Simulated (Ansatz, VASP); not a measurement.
**One calculation of SnS4, two programs**

```xyz
5
Lattice="-3.1307 3.1307 3.1307 3.1307 -3.1307 3.1307 3.1307 3.1307 -3.1307" Properties=species:S:1:pos:R:3 pbc="T T T"
Sn    0.0000    0.0000    0.0000
S     1.7130   -1.7130    1.7130
S     1.4177    1.4177    1.4177
S     1.7130    1.7130   -1.7130
S    -1.7130    1.7130    1.7130
```

Change from the starting cell: species swapped into the GeF4 type (I-43m, No. 217).

Alike in both runs: functional PBE; k mesh 4 × 4 × 4; occupations gaussian, width 0.1 eV; no spin polarisation.

Ansatz relaxed the structure, and its values are those at the end. VASP's run is a single point on that final structure, the one shown.

|  | VASP | Ansatz |
| --- | --- | --- |
| version | VASP 6.6.1 | Ansatz 0.2.0 |
| potentials or method | VASP PAW PBE potentials, release 64 (Sn_d, S), cutoff 520 eV | scalar-relativistic, plane waves, PAW |
| valence electrons in the cell | 38 | 38 |

VASP gave:

| Quantity | Value |
| --- | --- |
| gap on the k mesh at the Fermi level (eV) | none |
| pressure (GPa) | -0.2 |
| rms of the force components (eV/Å) | 0.014 |

Question: Estimate Ansatz's values.

Answer: gap on the k mesh at the Fermi level (eV): none; pressure (GPa): -0.1; rms of the force components (eV/Å): 0.003.

A gap of «none» marks a metal or a gap that the smearing closes. The functional is the same, so the differences come from potentials, cutoffs and numerics.
